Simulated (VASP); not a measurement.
Set up this calculation in VASP 6.6.1, as the native input.

| Quantity | Value |
| --- | --- |
| Task | single point |
| Functional | PBE |
| Potentials or basis | VASP PAW PBE potentials, release 64 (Ge_d) |
| Cutoff | 520 eV |
| k mesh | 14 × 14 × 14 |
| Occupations | fermi-dirac, width 0.05 eV |
| Spin | no spin polarisation |
| Dipole correction | no |
| Further INCAR settings | ALGO = Normal; EDIFF = 1e-06; NBANDS = 21 |

The structure of Ge lies in POSCAR:

```
Ge
1.0
    0.0000000000      2.7904449757      2.7904449757
    2.7904449757      0.0000000000      2.7904449757
    2.7904449757      2.7904449757      0.0000000000
Ge
2
Direct
    0.0000000000      0.0000000000      0.0000000000
    0.2500000000      0.2500000000      0.2500000000
```

This cell differs from its parent crystal: volume scaled by 0.96, then relaxed in part.

These files were run (other wordings do the same):

INCAR

```
SYSTEM = Ge
  PREC = Accurate
  ENCUT = 520
  EDIFF = 1E-6
  ISMEAR = -1
  SIGMA = 0.05
  LREAL = .FALSE.
  LASPH = .TRUE.
  NELM = 80
  ALGO = Normal
  ISIF = 2
  LWAVE = .FALSE.
  LCHARG = .FALSE.
  GGA = PE
  NBANDS = 21
```

KPOINTS

```
Automatic mesh
0
G
  14 14 14
  0 0 0
```

Potentials or basis: VASP PAW PBE potentials, release 64 (Ge_d).

Run with:

```bash
$ cat potpaw_PBE.64/Ge_d/POTCAR > POTCAR
$ mpirun -np 1 vasp_std > vasp.out
```

Results of the run:

| Property | Result |
| --- | --- |
| Pressure | 7.0 GPa |
| Band gap on the k mesh | 0.31 eV, indirect (least direct gap 0.42 eV) |

Run time: 57 s on 1 thread of Intel(R) Xeon(R) Platinum 8559C (Emerald Rapids), on a shared host, peak memory 0.21 GiB.
